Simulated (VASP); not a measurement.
Wanted: the native input for a VASP 6.6.1 run.

| Item | Value |
| --- | --- |
| Task | single point |
| Functional | r2SCAN |
| Potentials or basis | VASP PAW PBE potentials, release 64 (Cd_sv_GW, N, Si) |
| Cutoff | 770 eV |
| k mesh | 8 × 8 × 2 |
| Occupations | fermi-dirac, width 0.02 eV |
| Spin | no spin polarisation |
| Dipole correction | no |
| Further INCAR settings | ALGO = Normal; EDIFF = 1e-06; NBANDS = 44 |

CdSiN2:

```
Cd N Si
1.0
     3.11994    0.00000    0.00000
     0.00000    3.11994    0.00000
     0.00000    0.00000   10.41802
Cd N Si
2 4 2
Direct
  0.50000 0.00000 0.86162
  0.00000 0.50000 0.13838
  0.50000 0.50000 0.00000
  0.00000 0.00000 0.32471
  0.50000 0.50000 0.50000
  0.00000 0.00000 0.67529
  0.50000 0.00000 0.39568
  0.00000 0.50000 0.60432
```

One way to write it, as run:

POSCAR

```
CdSiN2
1.0
    3.1199380992      0.0000000000      0.0000000000
    0.0000000000      3.1199380992      0.0000000000
    0.0000000000      0.0000000000     10.4180198298
Cd N Si
2 4 2
Direct
    0.5000000000      0.0000000000      0.8616232094
    0.0000000000      0.5000000000      0.1383767906
    0.5000000000      0.5000000000      0.0000000000
    0.0000000000      0.0000000000      0.3247102099
    0.5000000000      0.5000000000      0.5000000000
    0.0000000000      0.0000000000      0.6752897901
    0.5000000000      0.0000000000      0.3956755403
    0.0000000000      0.5000000000      0.6043244597
```

INCAR.step1

```
SYSTEM = CdSiN2
ALGO     = Normal         ! electronic algorithm
EDIFF    = 1E-5           ! SCF threshold, eV
ENCUT    = 770            ! plane-wave cutoff, eV
GGA      = PE             ! functional
GGA_COMPAT= .False.      
ISMEAR   = -1             ! smearing method
LASPH    = .True.         ! aspherical terms in the spheres
LCHARG   = .False.        ! write CHGCAR
LREAL    = .False.        ! projectors in reciprocal space
LWAVE    = .True.         ! write WAVECAR
NBANDS   = 44             ! bands
NELM     = 120            ! most SCF steps
PREC     = Accurate       ! precision mode
SIGMA    = 0.02           ! smearing width, eV
```

INCAR.step2

```
SYSTEM = CdSiN2
ALGO     = Normal         ! electronic algorithm
EDIFF    = 1E-6           ! SCF threshold, eV
ENCUT    = 770            ! plane-wave cutoff, eV
GGA_COMPAT= .False.      
ISIF     = 2              ! what is computed and relaxed
ISMEAR   = -1             ! smearing method
ISTART   = 1            
LASPH    = .True.         ! aspherical terms in the spheres
LCHARG   = .False.        ! write CHGCAR
LMIXTAU  = .True.       
LREAL    = .False.        ! projectors in reciprocal space
LWAVE    = .False.        ! write WAVECAR
METAGGA  = R2SCAN         ! meta-GGA
NBANDS   = 44             ! bands
NELM     = 120            ! most SCF steps
PREC     = Accurate       ! precision mode
SIGMA    = 0.02           ! smearing width, eV
```

KPOINTS

```
k-points
0
Gamma
  8 8 2
  0 0 0
```

Potentials or basis: VASP PAW PBE potentials, release 64 (Cd_sv_GW, N, Si).

Launch:

```console
$ cat potpaw_PBE.64/Cd_sv_GW/POTCAR potpaw_PBE.64/N/POTCAR potpaw_PBE.64/Si/POTCAR > POTCAR
$ cp INCAR.step1 INCAR
$ mpirun -np 1 vasp_std > vasp.out
$ cp INCAR.step2 INCAR
$ mpirun -np 1 vasp_std > vasp.out
```

It gave:

```json
{
 "Pressure": "-5.1 GPa",
 "Largest force": "0.220 eV/Å",
 "Band gap on the k mesh": "zero (bands 34 and 35 overlap by 0.41 eV)"
}
```

Caveat: the cell stands under tension; semilocal functionals underestimate gaps, and a narrow one can read as zero; the PAW data sets were made with another functional, which shifts forces and pressure a little.

Run time: 10 min on 1 thread of Intel(R) Xeon(R) Platinum 8488C (Sapphire Rapids) (shared host), peak memory 0.45 GiB.
